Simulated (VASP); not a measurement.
A run of VASP 6.6.1:

Contents of INCAR:

```
SYSTEM = HfO2
PREC = Accurate
ENCUT = 520
EDIFF = 1E-6
ISMEAR = -1
SIGMA = 0.05
LREAL = .FALSE.
LASPH = .TRUE.
NELM = 150
ALGO = Normal
ISIF = 2
LWAVE = .FALSE.
LCHARG = .FALSE.
LMAXMIX = 4
LDAU = .TRUE.
LDAUTYPE = 2
LDAUL = 2 -1
LDAUU = 8 0
LDAUJ = 0 0
LDAUPRINT = 1
GGA = PE
NBANDS = 18
```

The input KPOINTS:

```
Automatic mesh
0
G
  9 9 9
  0 0 0
```

File POSCAR:

```
HfO2
1.0
    0.0000000000      2.5948659888      2.5948659888
    2.5948659888      0.0000000000      2.5948659888
    2.5948659888      2.5948659888      0.0000000000
Hf O
1 2
Direct
    0.0000000000      0.0000000000      0.0000000000
    0.7500000000      0.7500000000      0.7500000000
    0.2500000000      0.2500000000      0.2500000000
```

Potentials or basis: VASP PAW PBE potentials, release 64 (Hf_pv, O).

Run with:

```console
$ cat potpaw_PBE.64/Hf_pv/POTCAR potpaw_PBE.64/O/POTCAR > POTCAR
$ mpirun -np 1 vasp_std > vasp.out
```

Hardware: 1 thread of Intel Xeon 8259CL, with other jobs on the host.

Problem. Estimate the wall time of this run.

Solution. Wall time 33 s on 1 thread of Intel Xeon 8259CL (shared host), peak memory 0.17 GiB. Counts: scf iterations 13, k points 35.
